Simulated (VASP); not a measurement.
Input of a VASP 6.6.1 run:

Contents of POSCAR:

```
BaZrO3
1.0
    4.1725136757      0.0000000000      0.0000000000
    0.0000000000      4.1725136757      0.0000000000
    0.0000000000      0.0000000000      4.1725136757
Ba Zr O
1 1 3
Direct
    0.0000000000      0.0000000000      0.0000000000
    0.5000000000      0.5000000000      0.5000000000
    0.0000000000      0.5000000000      0.5000000000
    0.5000000000      0.0000000000      0.5000000000
    0.5000000000      0.5000000000      0.0000000000
```

File INCAR.step1:

```
ALGO = Normal
EDIFF = 1E-4
ENCUT = 520
GGA = PE
ISMEAR = 0
LASPH = T
LCHARG = F
LREAL = F
LWAVE = T
NBANDS = 28
NELM = 100
PREC = Accurate
SIGMA = 0.01
```

INCAR.step2

```
ALGO = Normal
EDIFF = 1E-6
ENCUT = 520
ISIF = 2
ISMEAR = 0
ISTART = 1
LASPH = T
LCHARG = F
LMIXTAU = T
LREAL = F
LWAVE = F
METAGGA = R2SCAN
NBANDS = 28
NELM = 100
PREC = Accurate
SIGMA = 0.01
```

File KPOINTS:

```
k-points
0
Gamma
  6 6 6
```

Potentials or basis: VASP PAW PBE potentials, release 64 (Ba_sv, Zr_sv, O).

Command:

```bash
$ cat potpaw_PBE.64/Ba_sv/POTCAR potpaw_PBE.64/Zr_sv/POTCAR potpaw_PBE.64/O/POTCAR > POTCAR
$ cp INCAR.step1 INCAR
$ mpirun -np 1 vasp_std > vasp.out
$ cp INCAR.step2 INCAR
$ mpirun -np 1 vasp_std > vasp.out
```

**Question.** Estimate the pressure.

**Answer.** 5.1 GPa.

**Question.** Predict the band gap on the k mesh.

**Answer.** 3.74 eV, indirect (least direct gap 3.96 eV).

Caveat: the PAW data sets were made with another functional, which shifts forces and pressure a little; spin-orbit coupling is left out, which moves the levels of the heavy elements. A k mesh can miss the band edges.
